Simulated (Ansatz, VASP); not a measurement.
AlP5 in VASP and in Ansatz

```xyz
6
Lattice="0.0000 3.5681 3.5681 3.5681 0.0000 3.5681 3.5681 3.5681 0.0000" Properties=species:S:1:pos:R:3 pbc="T T T"
Al    0.0000    0.0000    0.0000
P     4.4594    4.4594    2.6768
P     4.4594    2.6768    4.4594
P     2.6768    4.4594    4.4594
P     2.6768    2.6768    2.6768
P     5.3522    5.3522    5.3522
```

Change from the starting cell: species swapped into the Be5Au type (F-43m, No. 216).

Alike in both runs: functional PBE; k mesh 4 × 4 × 4; occupations gaussian, width 0.1 eV; no spin polarisation.

Ansatz relaxed the structure, and its values are those at the end. VASP's run is a single point on that final structure, the one shown.

|  | VASP | Ansatz |
| --- | --- | --- |
| version | VASP 6.6.1 | Ansatz 0.2.0 |
| potentials or method | VASP PAW PBE potentials, release 64 (Al, P), cutoff 520 eV | scalar-relativistic, plane waves, PAW |
| valence electrons in the cell | 28 | 28 |

```csv
,VASP,Ansatz,Ansatz less VASP
gap on the k mesh at the Fermi level (eV),none,none,-
pressure (GPa),-0.2,0.0,+0.18
```

A gap of «none» marks a metal or a gap that the smearing closes. The functional is the same, so the differences come from potentials, cutoffs and numerics.

The k mesh is coarse, so the values compare programs but aren't converged.
